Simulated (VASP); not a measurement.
# AlRu (Pm-3m) in VASP: settings compared

The runs below take AlRu through single point, with PBE, revPBE.

All numbers are computed with VASP 6.6.1; they aren't measurements. Logs are shortened: lines on timing, memory, paths and dates and some standing lists are left out, and cuts for length are marked.

### Step 1. The cell of the first run

It takes space group Pm-3m (No. 221, cubic). Conventional cell: a = 2.982 Å, b = 2.982 Å, c = 2.982 Å, α = 90.00°, β = 90.00°, γ = 90.00°. Within 3.4 Å of Al (site symmetry m-3m) lie 8 Ru at 2.58 Å and 6 Al at 2.98 Å. Ru (site symmetry m-3m) has 8 Al at 2.58 Å and 6 Ru at 2.98 Å within 3.4 Å.

### Step 2. Single point, PBE

The input, INCAR:

```
PREC     = Accurate       # precision mode
ENCUT    = 500            # plane-wave cutoff, eV
EDIFF    = 1E-6           # SCF threshold, eV
ISMEAR   = 0              # smearing method
SIGMA    = 0.1            # smearing width, eV
LREAL    = False          # projectors in reciprocal space
LASPH    = True           # aspherical terms in the spheres
NELM     = 120            # most SCF steps
ALGO     = Normal         # electronic algorithm
ISIF     = 2              # what is computed and relaxed
LWAVE    = False          # write WAVECAR
LCHARG   = False          # write CHGCAR
GGA      = PE             # functional
NBANDS   = 16             # bands
GGA_COMPAT= False
```

The input, KPOINTS:

```
regular mesh
0
Gamma
  6 6 6
```

The input, POSCAR:

```
AlRu
1.0
    2.9824954400      0.0000000000      0.0000000000
    0.0000000000      2.9824954400      0.0000000000
    0.0000000000      0.0000000000      2.9824954400
Al Ru
1 1
Direct
    0.4940000000      0.8710000000      0.5170000000
    0.9940000000      1.3710000000      1.0170000000
```

Potentials or basis: VASP PAW PBE potentials, release 64 (Al, Ru_pv).

On the command line:

```sh
cat potpaw_PBE.64/Al/POTCAR potpaw_PBE.64/Ru_pv/POTCAR > POTCAR
mpirun -np 1 vasp_std > vasp.out
```

OUTCAR:

```text
PREC = Accurate
   ENCUT = 500
   EDIFF = 1E-6
   ISMEAR = 0
   LREAL = False
   LASPH = True
   NELM = 120
   ISIF = 2
   GGA = PE

 ion  position               nearest neighbor table
   1  0.494  0.871  0.517-   2 2.58   2 2.58   2 2.58   2 2.58   2 2.58   2 2.58   2 2.58   2 2.58

   2  0.994  0.371  0.017-   1 2.58   1 2.58   1 2.58   1 2.58   1 2.58   1 2.58   1 2.58   1 2.58

  LATTYP: Found a simple cubic cell.
 ALAT       =     2.9824954400

  Lattice vectors:

 A1 = (   2.9824954400,   0.0000000000,   0.0000000000)
 A2 = (   0.0000000000,   2.9824954400,   0.0000000000)
 A3 = (   0.0000000000,   0.0000000000,   2.9824954400)

Analysis of symmetry for initial positions (statically):
=====================================================================
 Subroutine PRICEL returns:
 Original cell was already a primitive cell.

 Routine SETGRP: Setting up the symmetry group for a
 simple cubic supercell.

 Subroutine GETGRP returns: Found 48 space group operations
 (whereof  1 operations were pure point group operations)
 out of a pool of 48 trial point group operations.

The static configuration has the point symmetry C_1 .
 The point group associated with its full space group is O_h .

Analysis of symmetry for dynamics (positions and initial velocities):
=====================================================================
 Subroutine PRICEL returns:
 Original cell was already a primitive cell.

 Routine SETGRP: Setting up the symmetry group for a
 simple cubic supercell.

 Subroutine GETGRP returns: Found 48 space group operations
 (whereof  1 operations were pure point group operations)
 out of a pool of 48 trial point group operations.

The dynamic configuration has the point symmetry C_1 .
 The point group associated with its full space group is O_h .

 Subroutine INISYM returns: Found 48 space group operations
 (whereof  1 operations are pure point group operations),
 and found     1 'primitive' translations

----------------------------------------------------------------------------------------

                                     Primitive cell

  volume of cell :      26.5301

  direct lattice vectors                    reciprocal lattice vectors
     2.982495440  0.000000000  0.000000000     0.335289700  0.000000000  0.000000000
     0.000000000  2.982495440  0.000000000     0.000000000  0.335289700  0.000000000
     0.000000000  0.000000000  2.982495440     0.000000000  0.000000000  0.335289700

  length of vectors
     2.982495440  2.982495440  2.982495440     0.335289700  0.335289700  0.335289700

  position of ions in fractional coordinates (direct lattice)
     0.494000000  0.871000000  0.517000000
     0.994000000  0.371000000  0.017000000

  ion indices of the primitive-cell ions
   primitive index   ion index
                 1           1
                 2           2

----------------------------------------------------------------------------------------

 KPOINTS: regular mesh

Automatic generation of k-mesh.
 Grid dimensions read from file:
 generate k-points for:    6    6    6

 Generating k-lattice:

  Cartesian coordinates                     Fractional coordinates (reciprocal lattice)
     0.055881617  0.000000000  0.000000000     0.166666667  0.000000000  0.000000000
     0.000000000  0.055881617  0.000000000     0.000000000  0.166666667  0.000000000
     0.000000000  0.000000000  0.055881617     0.000000000  0.000000000  0.166666667

  Length of vectors
     0.055881617  0.055881617  0.055881617

  Shift w.r.t. Gamma in fractional coordinates (k-lattice)
     0.000000000  0.000000000  0.000000000

 Subroutine IBZKPT returns following result:
 ===========================================

 Found     20 irreducible k-points:

 Following reciprocal coordinates:
            Coordinates               Weight
  0.000000  0.000000  0.000000      1.000000
  0.166667  0.000000  0.000000      6.000000
  0.333333  0.000000  0.000000      6.000000
  0.500000  0.000000  0.000000      3.000000
  0.166667  0.166667  0.000000     12.000000
  0.333333  0.166667  0.000000     24.000000
[... 12 lines left out ...]
  0.500000  0.500000  0.333333      6.000000
  0.500000  0.500000  0.500000      1.000000
   k-points           NKPTS =     20   k-points in BZ     NKDIM =     20   number of bands    NBANDS=     16
   number of dos      NEDOS =    301   number of ions     NIONS =      2
   total plane-waves  NPLWV =  13824
   dimension x,y,z NGX =    24 NGY =   24 NGZ =   24
   dimension x,y,z NGXF=    48 NGYF=   48 NGZF=   48
   ions per type =               1   1
   NGX,Y,Z   is equivalent  to a cutoff of  13.38, 13.38, 13.38 a.u.
   NGXF,Y,Z  is equivalent  to a cutoff of  26.76, 26.76, 26.76 a.u.
 SYSTEM =  unknown system
   PREC   = accura    normal or accurate (medium, high low for compatibility)
   ISTART =      0    job   : 0-new  1-cont  2-samecut
   ICHARG =      2    charge: 1-file 2-atom 10-const
   ISPIN  =      1    spin polarized calculation?
   LNONCOLLINEAR =      F non collinear calculations
   LSORBIT =      F    spin-orbit coupling
   LASPH  =      T    aspherical Exc in radial PAW
   ENCUT  =  500.0 eV  36.75 Ry    6.06 a.u.   5.44  5.44  5.44*2*pi/ulx,y,z
   NELM   =    120;   NELMIN=  2; NELMDL= -5     # of ELM steps
   EDIFF  = 0.1E-05   stopping-criterion for ELM
   LREAL  =      F    real-space projection
[... 7 lines left out ...]
   TEBEG  =    0.0;   TEEND  =   0.0 temperature during run
   PSTRESS=    0.0 pullay stress
   NELECT =      17.0000    total number of electrons
   NUPDOWN=      -1.0000    fix difference up-down
   EMIN   =  10.00;   EMAX   =-10.00  energy-range for DOS
   EFERMI =   0.00;   METHOD = LEGACY
   ISMEAR =     0;   SIGMA  =   0.10  broadening in eV -4-tet -1-fermi 0-gaus
   EFERMI_NEDOS =   21; number of points for ismear=-14 and -15
   IALGO  =     38    algorithm
   IMIX   =      4    mixing-type and parameters
     AMIX     =   0.40;   BMIX     =  1.00
     AMIX_MAG =   1.60;   BMIX_MAG =  1.00
  volume/ion in A,a.u.               =      13.27        89.52
  Fermi-wavevector in a.u.,A,eV,Ry     =   1.411382  2.667126 27.102807  1.992000
  Thomas-Fermi vector in A             =   2.533239
   LORBIT       =      0    0 simple, 1 ext, 2 COOP (PROOUT), +10 PAW based schemes
   GGA     = PE    functional components
   LHFCALC =     F    Hartree Fock is set to
   AEXX    =    0.0000 exact exchange contribution
   IVDW    =     0    specifies the selected vdW correction
   LEPSILON=     F    determine dielectric tensor
   LRPA    =     F    only Hartree local field effects (RPA)
 non-spin polarized calculation
 Gauss-broadening in eV      SIGMA  =   0.10
  energy-cutoff  :      500.00
  volume of cell :       26.53
 maximum number of plane-waves:       691
 NGX is ok and might be reduce to    24
   NGX = 11   NGY = 11   NGZ = 11

 number of electron      16.9999999 magnetization

 Free energy of the ion-electron system (eV)
  ---------------------------------------------------
  ext. energy  EPLUGINS =         0.00000000
  ---------------------------------------------------
  free energy    TOTEN  =       -14.25306667 eV

  energy without entropy =      -14.23999394  energy(sigma->0) =      -14.24653030

 E-fermi :  10.7153     XC(G=0): -12.6154

 val. band max:       10.7127837549   @ k =   0.3333   0.1667   0.0000
 cond. band min:      10.7909967747   @ k =   0.5000   0.1667   0.0000
 fundamental gap:      0.0782130199
 Fermi energy:        10.7153070286

 k-point     1 :       0.0000    0.0000    0.0000
  band No.  band energies     occupation
      1     -30.9351      2.00000
      2     -30.9351      2.00000
      3     -30.9351      2.00000
      4       1.1160      2.00000
      5       7.2375      2.00000
      6       7.2375      2.00000
[... 8 lines left out ...]
     15      22.9241      0.00000
     16      26.1289      0.00000

 k-point     2 :       0.1667    0.0000    0.0000
  band No.  band energies     occupation
      1     -30.9897      2.00000
      2     -30.9305      2.00000
      3     -30.9305      2.00000
      4       1.6453      2.00000
      5       7.3715      2.00000
      6       7.4188      2.00000
[... 8 lines left out ...]
     15      23.1789      0.00000
     16      27.8745      0.00000

 k-point     3 :       0.3333    0.0000    0.0000
  band No.  band energies     occupation
      1     -31.0977      2.00000
      2     -30.9213      2.00000
      3     -30.9213      2.00000
      4       3.1055      2.00000
      5       6.9567      2.00000
      6       7.8223      2.00000
[... 8 lines left out ...]
     15      24.0481      0.00000
     16      25.8902      0.00000

 k-point     4 :       0.5000    0.0000    0.0000
  band No.  band energies     occupation
      1     -31.1510      2.00000
      2     -30.9167      2.00000
      3     -30.9167      2.00000
      4       4.9668      2.00000
      5       5.3384      2.00000
      6       8.0503      2.00000
[... 8 lines left out ...]
     15      23.6854      0.00000
     16      23.6854      0.00000

 k-point     5 :       0.1667    0.1667    0.0000
  band No.  band energies     occupation
      1     -30.9864      2.00000
      2     -30.9826      2.00000
      3     -30.9259      2.00000
      4       2.1497      2.00000
      5       7.5098      2.00000
      6       7.6313      2.00000
[... 8 lines left out ...]
     15      24.2744      0.00000
     16      27.2064      0.00000

 k-point     6 :       0.3333    0.1667    0.0000
  band No.  band energies     occupation
      1     -31.0914      2.00000
      2     -30.9741      2.00000
      3     -30.9166      2.00000
      4       3.5173      2.00000
      5       7.0474      2.00000
      6       8.0549      2.00000
[... 8 lines left out ...]
     15      24.2444      0.00000
     16      25.6638      0.00000

 k-point     7 :       0.5000    0.1667    0.0000
  band No.  band energies     occupation
      1     -31.1442      2.00000
      2     -30.9689      2.00000
      3     -30.9120      2.00000
      4       5.2135      2.00000
      5       5.5329      2.00000
      6       8.3410      2.00000
[... 8 lines left out ...]
     15      23.0971      0.00000
     16      23.2092      0.00000

 k-point     8 :       0.3333    0.3333    0.0000
  band No.  band energies     occupation
      1     -31.0806      2.00000
      2     -31.0768      2.00000
      3     -30.9072      2.00000
      4       4.4209      2.00000
      5       6.9626      2.00000
      6       8.6694      2.00000
[... 8 lines left out ...]
     15      23.4689      0.00000
     16      25.7490      0.00000

 k-point     9 :       0.5000    0.3333    0.0000
  band No.  band energies     occupation
      1     -31.1304      2.00000
      2     -31.0723      2.00000
      3     -30.9025      2.00000
      4       4.9137      2.00000
      5       6.8793      2.00000
      6       9.0355      2.00000
[... 8 lines left out ...]
     15      23.1457      0.00000
     16      26.3014      0.00000
[... 96 lines left out ...]
 k-point    15 :       0.5000    0.3333    0.1667
  band No.  band energies     occupation
      1     -31.1242      2.00000
      2     -31.0667      2.00000
      3     -30.9539      2.00000
      4       5.1476      2.00000
      5       7.1519      2.00000
      6       7.7752      2.00000
[... 8 lines left out ...]
     15      22.9272      0.00000
     16      24.1559      0.00000

 k-point    16 :       0.5000    0.5000    0.1667
  band No.  band energies     occupation
      1     -31.1175      2.00000
      2     -31.1175      2.00000
      3     -30.9488      2.00000
      4       5.0347      2.00000
      5       7.7763      2.00000
      6       7.7763      2.00000
[... 8 lines left out ...]
     15      23.4832      0.00000
     16      23.4832      0.00000

 k-point    17 :       0.3333    0.3333    0.3333
  band No.  band energies     occupation
      1     -31.0639      2.00000
      2     -31.0599      2.00000
      3     -31.0599      2.00000
      4       5.2877      2.00000
      5       7.1018      2.00000
      6       7.1018      2.00000
[... 8 lines left out ...]
     15      21.3604      0.00000
     16      22.9258      0.00000

 k-point    18 :       0.5000    0.3333    0.3333
  band No.  band energies     occupation
      1     -31.1118      2.00000
      2     -31.0565      2.00000
      3     -31.0543      2.00000
      4       5.6165      2.00000
      5       6.7410      2.00000
      6       6.8471      2.00000
[... 8 lines left out ...]
     15      22.0885      0.00000
     16      22.9251      0.00000

 k-point    19 :       0.5000    0.5000    0.3333
  band No.  band energies     occupation
      1     -31.1057      2.00000
      2     -31.1057      2.00000
      3     -31.0498      2.00000
      4       5.7217      2.00000
      5       6.5782      2.00000
      6       6.5782      2.00000
[... 8 lines left out ...]
     15      20.8710      0.00000
     16      22.9227      0.00000

 k-point    20 :       0.5000    0.5000    0.5000
  band No.  band energies     occupation
      1     -31.0998      2.00000
      2     -31.0998      2.00000
      3     -31.0998      2.00000
      4       6.1556      2.00000
      5       6.1556      2.00000
      6       6.1556      2.00000
[... 8 lines left out ...]
     15      19.4530      0.00000
     16      22.8342      0.00000

------------------------ aborting loop because EDIFF is reached ----------------------------------------

  FORCE on cell =-STRESS in cart. coord.  units (eV):
  Direction    XX          YY          ZZ          XY          YZ          ZX
  --------------------------------------------------------------------------------------
  -------------------------------------------------------------------------------------
  Total        0.7453711      0.7453711      0.7453711      0.0000000      0.0000000      0.0000000
  in kB       45.0136006     45.0136006     45.0136006      0.0000000      0.0000000      0.0000000
  external PRESSURE =      45.0136006 kB  Pullay stress =       0.0000000 kB

 VOLUME and BASIS-vectors are now :
 -----------------------------------------------------------------------------
  energy-cutoff  :      500.00
  volume of cell :       26.53
      direct lattice vectors                 reciprocal lattice vectors
     2.982495440  0.000000000  0.000000000     0.335289700  0.000000000  0.000000000
     0.000000000  2.982495440  0.000000000     0.000000000  0.335289700  0.000000000
     0.000000000  0.000000000  2.982495440     0.000000000  0.000000000  0.335289700

 POSITION                                       TOTAL-FORCE (eV/Angst)
 -----------------------------------------------------------------------------------
      1.47335      2.59775      1.54195         0.000000      0.000000      0.000000
      2.96460      1.10651      0.05070         0.000000      0.000000      0.000000
 -----------------------------------------------------------------------------------
    total drift:                                0.000011      0.000018      0.000016

  FREE ENERGIE OF THE ION-ELECTRON SYSTEM (eV)
  ---------------------------------------------------
  free  energy   TOTEN  =       -14.2530666715 eV

  energy  without entropy=      -14.2399939354  energy(sigma->0) =      -14.24653030
```

It took 6 s on 1 thread of Intel Xeon 6975P-C (Granite Rapids), shared host; peak memory 0.14 GiB.

What came out:

- Free energy: -14.2531 eV
- Pressure: 4.5 GPa

### Step 3. Single point, PBE

The input, INCAR:

```
SYSTEM = AlRu
  PREC = Accurate
  ENCUT = 500
  EDIFF = 1E-6
  ISMEAR = -1
  SIGMA = 0.1
  LREAL = .FALSE.
  LASPH = .TRUE.
  NELM = 120
  ALGO = Normal
  ISIF = 2
  LWAVE = .FALSE.
  LCHARG = .FALSE.
  GGA = PE
  NBANDS = 16
  GGA_COMPAT = .FALSE.
```

The input, KPOINTS:

```
Automatic mesh
0
G
  6 6 6
  0 0 0
```

The input, POSCAR:

```
AlRu
1.0
    2.9824954400      0.0000000000      0.0000000000
    0.0000000000      2.9824954400      0.0000000000
    0.0000000000      0.0000000000      2.9824954400
Al Ru
1 1
Direct
    0.0000000000      0.0000000000      0.0000000000
    0.5000000000      0.5000000000      0.5000000000
```

Potentials or basis: VASP PAW PBE potentials, release 64 (Al, Ru_pv).

On the command line:

```sh
cat potpaw_PBE.64/Al/POTCAR potpaw_PBE.64/Ru_pv/POTCAR > POTCAR
mpirun -np 1 vasp_std > vasp.out
```

Run time: 5.7 s. Hardware: 1 thread of Intel Xeon 6975P-C (Granite Rapids), shared host; peak memory 0.13 GiB.

The run converged. Its results:

| Quantity | Value |
| --- | --- |
| Free energy | -14.2792 eV |
| Pressure | 4.6 GPa |

Levels at points of the mesh, in eV from the Fermi level:
```csv
k point,band 4,band 5,band 6,band 7,band 8,band 9,band 10,band 11,band 12,band 13
"(0.00, 0.00, 0.00)",-9.65,-3.52,-3.52,0.26,0.26,0.26,6.20,6.20,6.20,11.11
"(0.50, 0.00, 0.00)",-5.80,-5.43,-2.71,-1.54,-1.54,0.52,2.42,7.52,11.16,11.16
"(0.50, 0.50, 0.00)",-6.01,-3.00,-1.29,-1.29,-1.10,-1.10,1.65,5.46,6.40,10.73
"(0.50, 0.50, 0.50)",-4.60,-4.60,-4.60,1.75,1.75,2.70,4.24,4.24,4.24,8.70
```

### Step 4. Single point, revPBE

The input, INCAR:

```
  PREC = Accurate
  ENCUT = 600
  EDIFF = 1E-6
  ISMEAR = 0
  SIGMA = 0.27211386245988
  LREAL = F
  LASPH = T
  NELM = 120
  ALGO = Normal
  ISIF = 2
  LWAVE = F
  LCHARG = T
  GGA = RE
  LELF = T
  LVHAR = T
  ISYM = 0
  NBANDS = 16
  GGA_COMPAT = F
```

The input, KPOINTS:

```
Automatic mesh
0
Gamma
  1 1 2
```

POSCAR is that of step 3.

Potentials or basis: VASP PAW PBE potentials, release 64 (Al, Ru_sv).

On the command line:

```sh
cat potpaw_PBE.64/Al/POTCAR potpaw_PBE.64/Ru_sv/POTCAR > POTCAR
mpirun -np 1 vasp_std > vasp.out
```

It took 4.7 s on 1 thread of Intel Xeon Platinum 8259CL at 2.50GHz (Skylake/Cascade Lake), shared host; peak memory 0.13 GiB.

Results (log left out):

* Free energy: -14.7128 eV
* Pressure: 18.6 GPa

Levels at points of the mesh, in eV from the Fermi level:
| k point | band 5 | band 6 | band 7 | band 8 | band 9 | band 10 | band 11 | band 12 | band 13 | band 14 |
| --- | --- | --- | --- | --- | --- | --- | --- | --- | --- | --- |
| (0.00, 0.00, 0.00) | -11.66 | -4.64 | -4.37 | -0.26 | -0.26 | -0.22 | 4.12 | 4.12 | 4.20 | 9.22 |
| (0.00, 0.00, 0.50) | -7.58 | -7.45 | -3.34 | -2.45 | -2.45 | 0.10 | 1.72 | 5.35 | 9.33 | 9.33 |

Caveat: the k points lie up to 2.11 Å⁻¹ apart; the PAW data sets were made with another functional, which shifts forces and pressure a little.

### Step 5. The runs side by side

| level | potentials or basis | k mesh | cutoff (eV) | smearing | second run | gap on the mesh (eV) | pressure (GPa) |
| --- | --- | --- | --- | --- | --- | --- | --- |
| PBE | VASP PAW PBE potentials, release 64 (Al, Ru_pv) | 6 × 6 × 6 | 500 | gaussian 0.1 eV | - | none | 4.5 |
| PBE | VASP PAW PBE potentials, release 64 (Al, Ru_pv) | 6 × 6 × 6 | 500 | fermi-dirac 0.1 eV | - | none | 4.6 |
| revPBE | VASP PAW PBE potentials, release 64 (Al, Ru_sv) | 1 × 1 × 2 | 600 | gaussian 0.272114 eV | valence_matched | none | 18.6 |

Alike in all rows: task single point; no spin polarisation; cell as given.

Caveats: some runs use coarse meshes; the PAW data sets were made with another functional, which shifts forces and pressure a little (some runs).

Absolute energies hang on the potentials; compare differences alone.
